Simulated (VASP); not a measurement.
MnSi, 2 atoms in the cell. It takes space group Pm-3m (No. 221, cubic). The conventional cell has a = 3.120 Å, b = 3.120 Å, c = 3.120 Å, α = 90.00°, β = 90.00°, γ = 90.00°. Mn (site symmetry m-3m) has 8 Si at 2.70 Å and 6 Mn at 3.12 Å within 3.6 Å. Within 3.6 Å of Si (site symmetry m-3m) lie 8 Mn at 2.70 Å and 6 Si at 3.12 Å. 

```yaml
Program: VASP 6.6.1
Task: single point
Functional: PBE-based screened hybrid with 25 % exact exchange
Potentials_or_basis: VASP PAW PBE potentials, release 64 (Mn_pv, Si)
Cutoff: 400 eV
k_mesh: 5 × 5 × 5
Occupations: fermi-dirac, width 0.05 eV
Spin: collinear spin, ferromagnetic start
Starting_moments: "[4.0, 0.0] μB"
Dipole_correction: no
Grid_for_exact_exchange_PRECFOCK: Normal
Share_of_exact_exchange: 0.25
Further_INCAR_settings: ALGO = Normal; EDIFF = 1e-06; NBANDS = 20
Screening_parameter: 0.3 1/Å
```

Potentials or basis: VASP PAW PBE potentials, release 64 (Mn_pv, Si).

Run with:

```console
$ cat potpaw_PBE.64/Mn_pv/POTCAR potpaw_PBE.64/Si/POTCAR > POTCAR
$ cp INCAR.step1 INCAR
$ mpirun -np 1 vasp_std > vasp.out
$ cp INCAR.step2 INCAR
$ mpirun -np 1 vasp_std > vasp.out
```

Hardware: 1 thread of AMD EPYC 7R43 64-Core Processor (Zen 3), on a shared host.

Task: How long does it take, and how much memory?

Result: Wall time 18 min on 1 thread of AMD EPYC 7R43 64-Core Processor (Zen 3) (shared host), peak memory 0.21 GiB. Counts: k points 10.
